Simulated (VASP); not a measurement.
# Ge (P6_3/mmc) in VASP: notebook, part 3 of 4

VASP 6.6.1. The steps go on from the part before.

## Step 4: Electric field gradients, PBE (zz strain of +3 %)

File INCAR:

```
SYSTEM = Ge
PREC     = Accurate       ! precision mode
ENCUT    = 520            ! plane-wave cutoff, eV
EDIFF    = 1E-8           ! SCF threshold, eV
ISMEAR   = -1             ! smearing method
SIGMA    = 0.05           ! smearing width, eV
LREAL    = .False.        ! projectors in reciprocal space
LASPH    = .True.         ! aspherical terms in the spheres
NELM     = 60             ! most SCF steps
ALGO     = Normal         ! electronic algorithm
ISIF     = 2              ! what is computed and relaxed
LWAVE    = .False.        ! write WAVECAR
LCHARG   = .False.        ! write CHGCAR
GGA      = PE             ! functional
LEFG     = .True.       
NBANDS   = 36             ! bands
```

File KPOINTS:

```
regular mesh
0
Gamma
  11 11 6
  0 0 0
```

File POSCAR:

```
Ge
1.0
    3.9975858431      0.0000000000      0.0000000000
   -1.9987929216      3.4620108940      0.0000000000
    0.0000000000      0.0000000000      6.7973592885
Ge
4
Direct
    0.6666666667      0.3333333333      0.0629012500
    0.3333333333      0.6666666667      0.5629012500
    0.6666666667      0.3333333333      0.4370987500
    0.3333333333      0.6666666667      0.9370987500
```

Potentials or basis: VASP PAW PBE potentials, release 64 (Ge_d).

Launch:

```console
$ cat potpaw_PBE.64/Ge_d/POTCAR > POTCAR
$ mpirun -np 1 vasp_std > vasp.out
```

OUTCAR:

```text
SYSTEM = Ge
   PREC = Accurate
   ENCUT = 520
   EDIFF = 1E-8
   ISMEAR = -1
   LREAL = .False.
   LASPH = .True.
   NELM = 60
   ISIF = 2
   GGA = PE

 ion  position               nearest neighbor table
   1  0.667  0.333  0.063-   4 2.46   4 2.46   4 2.46   3 2.54
   2  0.333  0.667  0.563-   3 2.46   3 2.46   3 2.46   4 2.54
   3  0.667  0.333  0.437-   2 2.46   2 2.46   2 2.46   1 2.54
   4  0.333  0.667  0.937-   1 2.46   1 2.46   1 2.46   2 2.54

  LATTYP: Found a hexagonal cell.
 ALAT       =     3.9975858431
 C/A-ratio  =     1.7003660597

  Lattice vectors:

 A1 = (   3.9975858431,   0.0000000000,   0.0000000000)
 A2 = (  -1.9987929216,   3.4620108940,   0.0000000000)
 A3 = (   0.0000000000,   0.0000000000,   6.7973592885)

Analysis of symmetry for initial positions (statically):
=====================================================================
 Subroutine PRICEL returns:
 Original cell was already a primitive cell.

 Routine SETGRP: Setting up the symmetry group for a
 hexagonal supercell.

 Subroutine GETGRP returns: Found 24 space group operations
 (whereof 12 operations were pure point group operations)
 out of a pool of 24 trial point group operations.

The static configuration has the point symmetry D_3d.
 The point group associated with its full space group is D_6h.

Analysis of symmetry for dynamics (positions and initial velocities):
=====================================================================
 Subroutine PRICEL returns:
 Original cell was already a primitive cell.

 Routine SETGRP: Setting up the symmetry group for a
 hexagonal supercell.

 Subroutine GETGRP returns: Found 24 space group operations
 (whereof 12 operations were pure point group operations)
 out of a pool of 24 trial point group operations.

The dynamic configuration has the point symmetry D_3d.
 The point group associated with its full space group is D_6h.

 Subroutine INISYM returns: Found 24 space group operations
 (whereof 12 operations are pure point group operations),
 and found     1 'primitive' translations

----------------------------------------------------------------------------------------

                                     Primitive cell

  volume of cell :      94.0733

  direct lattice vectors                    reciprocal lattice vectors
     3.997585843  0.000000000  0.000000000     0.250150976  0.144424733  0.000000000
    -1.998792922  3.462010894  0.000000000     0.000000000  0.288849467  0.000000000
     0.000000000  0.000000000  6.797359289     0.000000000  0.000000000  0.147115955

  length of vectors
     3.997585843  3.997585843  6.797359289     0.288849467  0.288849467  0.147115955

  position of ions in fractional coordinates (direct lattice)
     0.666666667  0.333333333  0.062901250
     0.333333333  0.666666667  0.562901250
     0.666666667  0.333333333  0.437098750
     0.333333333  0.666666667  0.937098750

  ion indices of the primitive-cell ions
   primitive index   ion index
                 1           1
                 2           2
                 3           3
[... 88 lines left out ...]
   ISMEAR =    -1;   SIGMA  =   0.05  broadening in eV -4-tet -1-fermi 0-gaus
   EFERMI_NEDOS =   21; number of points for ismear=-14 and -15
   IALGO  =     38    algorithm
   IMIX   =      4    mixing-type and parameters
     AMIX     =   0.40;   BMIX     =  1.00
     AMIX_MAG =   1.60;   BMIX_MAG =  1.00
  volume/ion in A,a.u.               =      23.52       158.71
  Fermi-wavevector in a.u.,A,eV,Ry     =   1.377152  2.602441 25.804114  1.896549
  Thomas-Fermi vector in A             =   2.502332
   LORBIT       =      0    0 simple, 1 ext, 2 COOP (PROOUT), +10 PAW based schemes
   GGA     = PE    functional components
   LHFCALC =     F    Hartree Fock is set to
   AEXX    =    0.0000 exact exchange contribution
   IVDW    =     0    specifies the selected vdW correction
   LEPSILON=     F    determine dielectric tensor
   LRPA    =     F    only Hartree local field effects (RPA)
 non-spin polarized calculation
  energy-cutoff  :      520.00
  volume of cell :       94.07
 maximum number of plane-waves:      2575
 NGX is ok and might be reduce to    30
   NGX = 15   NGY = 15   NGZ = 25

 number of electron      56.0000046 magnetization

 Free energy of the ion-electron system (eV)
  ---------------------------------------------------
  ext. energy  EPLUGINS =         0.00000000
  ---------------------------------------------------
  free energy    TOTEN  =       -17.97085420 eV

  energy without entropy =      -17.96973199  energy(sigma->0) =      -17.97029310

 E-fermi :   4.7490     XC(G=0):  -9.7424

 val. band max:        4.6428130196   @ k =   0.0000   0.0000   0.1667
 cond. band min:       4.7890223850   @ k =   0.0000   0.0000   0.0000
 fundamental gap:      0.1462093653
 Fermi energy:         4.7490263735

 k-point     1 :       0.0000    0.0000    0.0000
  band No.  band energies     occupation
      1     -20.1810      2.00000
      2     -20.1810      2.00000
      3     -20.1506      2.00000
      4     -20.1506      2.00000
      5     -20.1221      2.00000
      6     -20.1167      2.00000
[... 925 lines left out ...]
     35      10.7679      0.00000
     36      11.3151      0.00000

 [... further k-points ...]

------------------------ aborting loop because EDIFF is reached ----------------------------------------

  FORCE on cell =-STRESS in cart. coord.  units (eV):
  Direction    XX          YY          ZZ          XY          YZ          ZX
  --------------------------------------------------------------------------------------
  -------------------------------------------------------------------------------------
  Total        1.4675132      1.4675132     -1.2742670     -0.0000000      0.0000000      0.0000000
  in kB       24.9934467     24.9934467    -21.7022404     -0.0000000      0.0000000      0.0000000
  external PRESSURE =       9.4282176 kB  Pullay stress =       0.0000000 kB

 VOLUME and BASIS-vectors are now :
 -----------------------------------------------------------------------------
  energy-cutoff  :      520.00
  volume of cell :       94.07
      direct lattice vectors                 reciprocal lattice vectors
     3.997585843  0.000000000  0.000000000     0.250150976  0.144424733  0.000000000
    -1.998792922  3.462010894  0.000000000     0.000000000  0.288849467  0.000000000
     0.000000000  0.000000000  6.797359289     0.000000000  0.000000000  0.147115955

 POSITION                                       TOTAL-FORCE (eV/Angst)
 -----------------------------------------------------------------------------------
      1.99879      1.15400      0.42756         0.000000     -0.000000      0.229819
     -0.00000      2.30801      3.82624        -0.000000      0.000000      0.229819
      1.99879      1.15400      2.97112         0.000000     -0.000000     -0.229819
     -0.00000      2.30801      6.36980        -0.000000      0.000000     -0.229819
 -----------------------------------------------------------------------------------
    total drift:                               -0.000000      0.000000     -0.000000

  FREE ENERGIE OF THE ION-ELECTRON SYSTEM (eV)
  ---------------------------------------------------
  free  energy   TOTEN  =       -17.9708541998 eV

  energy  without entropy=      -17.9697319909  energy(sigma->0) =      -17.97029310

 Electric field gradients (V/A^2)
---------------------------------------------------------------------
 ion       V_xx      V_yy      V_zz      V_xy      V_xz      V_yz
---------------------------------------------------------------------
   1     -12.999   -13.003    26.002    -0.003    -0.000     0.000
   2     -12.999   -13.003    26.002    -0.003     0.000    -0.000
   3     -12.999   -13.003    26.002    -0.003     0.000    -0.000
   4     -12.999   -13.003    26.002    -0.003    -0.000     0.000
---------------------------------------------------------------------

 Electric field gradients after diagonalization (V/A^2)
 (convention: |V_zz| > |V_xx| > |V_yy|)
----------------------------------------------------------------------
 ion       V_xx      V_yy      V_zz     asymmetry (V_yy - V_xx)/ V_zz
----------------------------------------------------------------------
   1     -13.004   -12.998    26.002       0.000
   2     -13.004   -12.998    26.002       0.000
   3     -13.004   -12.998    26.002       0.000
   4     -13.004   -12.998    26.002       0.000
----------------------------------------------------------------------

           NMR quadrupolar parameters

 Cq : quadrupolar parameter    Cq=e*Q*V_zz/h
 eta: asymmetry parameters     (V_yy - V_xx)/ V_zz
 Q  : nuclear electric quadrupole moment in mb (millibarn)
----------------------------------------------------------------------
 ion       Cq(MHz)       eta       Q (mb)
----------------------------------------------------------------------
   1       0.063       0.000       1.000
   2       0.063       0.000       1.000
   3       0.063       0.000       1.000
   4       0.063       0.000       1.000
----------------------------------------------------------------------
```

Run time: 5.6 min. Hardware: 1 thread of Intel Xeon 8259CL, shared host; peak memory 0.3 GiB.

What came out:

```yaml
Free_energy: -17.9709 eV
Pressure: 0.9 GPa
Largest_force: 0.230 eV/Å
Band_gap_on_the_k_mesh: zero (filled and empty bands touch)
Largest_electric_field_gradient_by_atom: Ge +26.0 V/Å²
```

Forces on the atoms (eV/Å):
```
Ge   0.000  0.000  0.230
Ge   0.000  0.000  0.230
Ge   0.000  0.000 -0.230
Ge   0.000  0.000 -0.230
```

Electric field gradients, principal values (V/Å²):
| atom | least | middle | greatest (by size) |
| --- | --- | --- | --- |
| 1 Ge | -12.998 | -13.004 | 26.002 |
| 2 Ge | -12.998 | -13.004 | 26.002 |
| 3 Ge | -12.998 | -13.004 | 26.002 |
| 4 Ge | -12.998 | -13.004 | 26.002 |

Caveat: the cell differs from its parent crystal (zz strain of +3 %); semilocal functionals underestimate gaps, so a narrow gap can read as zero; without QUAD_EFG the Cq values of the log hold for a quadrupole moment of 1 mb, not for the nuclei.

## Step 5: Electric field gradients, PBE (zz strain of -3 %)

File INCAR:

```
ALGO = Normal
EDIFF = 1E-8
ENCUT = 520
GGA = PE
ISIF = 2
ISMEAR = -1
LASPH = True
LCHARG = False
LEFG = True
LREAL = False
LWAVE = False
NBANDS = 36
NELM = 80
PREC = Accurate
SIGMA = 0.05
```

File KPOINTS:

```
k-points
0
Gamma
  11 11 6
```

Edit POSCAR of step 4 so:

```diff
@@ -4,3 +4,3 @@
    -1.9987929216      3.4620108940      0.0000000000
-    0.0000000000      0.0000000000      6.7973592885
+    0.0000000000      0.0000000000      6.4013966115
 Ge
```

Potentials or basis: VASP PAW PBE potentials, release 64 (Ge_d).

Launch:

```console
$ cat potpaw_PBE.64/Ge_d/POTCAR > POTCAR
$ mpirun -np 1 vasp_std > vasp.out
```

OUTCAR:

```text
EDIFF = 1E-8
   ENCUT = 520
   GGA = PE
   ISIF = 2
   ISMEAR = -1
   LASPH = True
   LREAL = False
   NELM = 80
   PREC = Accurate

 ion  position               nearest neighbor table
   1  0.667  0.333  0.063-   3 2.40   4 2.44   4 2.44   4 2.44
   2  0.333  0.667  0.563-   4 2.40   3 2.44   3 2.44   3 2.44
   3  0.667  0.333  0.437-   1 2.40   2 2.44   2 2.44   2 2.44
   4  0.333  0.667  0.937-   2 2.40   1 2.44   1 2.44   1 2.44

  LATTYP: Found a hexagonal cell.
 ALAT       =     3.9975858431
 C/A-ratio  =     1.6013156097

  Lattice vectors:

 A1 = (   3.9975858431,   0.0000000000,   0.0000000000)
 A2 = (  -1.9987929216,   3.4620108940,   0.0000000000)
 A3 = (   0.0000000000,   0.0000000000,   6.4013966115)

Analysis of symmetry for initial positions (statically):
=====================================================================
 Subroutine PRICEL returns:
 Original cell was already a primitive cell.

 Routine SETGRP: Setting up the symmetry group for a
 hexagonal supercell.

 Subroutine GETGRP returns: Found 24 space group operations
 (whereof 12 operations were pure point group operations)
 out of a pool of 24 trial point group operations.

The static configuration has the point symmetry D_3d.
 The point group associated with its full space group is D_6h.

Analysis of symmetry for dynamics (positions and initial velocities):
=====================================================================
 Subroutine PRICEL returns:
 Original cell was already a primitive cell.

[... 1104 lines left out ...]

------------------------ aborting loop because EDIFF is reached ----------------------------------------

  FORCE on cell =-STRESS in cart. coord.  units (eV):
  Direction    XX          YY          ZZ          XY          YZ          ZX
  --------------------------------------------------------------------------------------
  -------------------------------------------------------------------------------------
  Total        1.8148272      1.8148272      5.2539932     -0.0000000      0.0000000      0.0000000
  in kB       32.8204778     32.8204778     95.0165207     -0.0000000      0.0000000      0.0000000
  external PRESSURE =      53.5524921 kB  Pullay stress =       0.0000000 kB

 VOLUME and BASIS-vectors are now :
 -----------------------------------------------------------------------------
  energy-cutoff  :      520.00
  volume of cell :       88.59
      direct lattice vectors                 reciprocal lattice vectors
     3.997585843  0.000000000  0.000000000     0.250150976  0.144424733  0.000000000
    -1.998792922  3.462010894  0.000000000     0.000000000  0.288849467  0.000000000
     0.000000000  0.000000000  6.401396612     0.000000000  0.000000000  0.156215910

 POSITION                                       TOTAL-FORCE (eV/Angst)
 -----------------------------------------------------------------------------------
      1.99879      1.15400      0.40266        -0.000000      0.000000     -0.353863
     -0.00000      2.30801      3.60335         0.000000     -0.000000     -0.353863
      1.99879      1.15400      2.79804        -0.000000     -0.000000      0.353863
     -0.00000      2.30801      5.99874         0.000000      0.000000      0.353863
 -----------------------------------------------------------------------------------
    total drift:                                0.000000     -0.000000      0.000000

  FREE ENERGIE OF THE ION-ELECTRON SYSTEM (eV)
  ---------------------------------------------------
  free  energy   TOTEN  =       -17.8636690834 eV

  energy  without entropy=      -17.8627893158  energy(sigma->0) =      -17.86322920

 Electric field gradients (V/A^2)
---------------------------------------------------------------------
 ion       V_xx      V_yy      V_zz      V_xy      V_xz      V_yz
---------------------------------------------------------------------
   1       6.147     6.144   -12.291    -0.003     0.000    -0.000
   2       6.147     6.144   -12.291    -0.003    -0.000     0.000
   3       6.147     6.144   -12.291    -0.003    -0.000     0.000
   4       6.147     6.144   -12.291    -0.003     0.000    -0.000
---------------------------------------------------------------------

 Electric field gradients after diagonalization (V/A^2)
 (convention: |V_zz| > |V_xx| > |V_yy|)
----------------------------------------------------------------------
 ion       V_xx      V_yy      V_zz     asymmetry (V_yy - V_xx)/ V_zz
----------------------------------------------------------------------
   1       6.149     6.142   -12.291       0.001
   2       6.149     6.142   -12.291       0.001
   3       6.149     6.142   -12.291       0.001
   4       6.149     6.142   -12.291       0.001
----------------------------------------------------------------------

           NMR quadrupolar parameters

 Cq : quadrupolar parameter    Cq=e*Q*V_zz/h
 eta: asymmetry parameters     (V_yy - V_xx)/ V_zz
 Q  : nuclear electric quadrupole moment in mb (millibarn)
----------------------------------------------------------------------
 ion       Cq(MHz)       eta       Q (mb)
----------------------------------------------------------------------
   1      -0.030       0.001       1.000
   2      -0.030       0.001       1.000
   3      -0.030       0.001       1.000
   4      -0.030       0.001       1.000
----------------------------------------------------------------------
```

Wall time 4.5 min (1 thread of Intel Xeon 8259CL, shared host); peak memory 0.29 GiB.

What came out:

| Quantity | Value |
| --- | --- |
| Free energy | -17.8637 eV |
| Pressure | 5.4 GPa |
| Largest force | 0.354 eV/Å |
| Band gap on the k mesh | zero (bands 28 and 29 overlap by 0.21 eV) |
| Largest electric field gradient by atom | Ge -12.3 V/Å² |

Forces in eV/Å, atoms in the order of the input:
```
Ge   0.000  0.000 -0.354
Ge   0.000  0.000 -0.354
Ge   0.000  0.000  0.354
Ge   0.000  0.000  0.354
```

Stress tensor (GPa, compression positive):
```
3.28 0.00 0.00
0.00 3.28 0.00
0.00 0.00 9.50
```

Levels at points of the mesh, in eV from the Fermi level:
```tsv
k point	band 24	band 25	band 26	band 27	band 28	band 29	band 30	band 31	band 32	band 33
(0.00, 0.00, 0.00)	-1.72	-1.72	-0.31	-0.18	0.11	0.11	0.32	2.06	2.06	3.08
(0.00, 0.00, 0.50)	-4.80	-1.02	-1.02	-1.02	-1.02	0.57	0.57	3.28	3.28	3.28
```

Electric field gradients, principal values (V/Å²):
| atom | least | middle | greatest (by size) |
| --- | --- | --- | --- |
| 1 Ge | 6.142 | 6.149 | -12.291 |
| 2 Ge | 6.142 | 6.149 | -12.291 |
| 3 Ge | 6.142 | 6.149 | -12.291 |
| 4 Ge | 6.142 | 6.149 | -12.291 |

Caveat: the cell differs from its parent crystal (zz strain of -3 %); the cell stands under pressure; semilocal functionals underestimate gaps, so a narrow gap can read as zero; without QUAD_EFG the Cq values of the log hold for a quadrupole moment of 1 mb, not for the nuclei.

(Continued in part 4 of 4.)
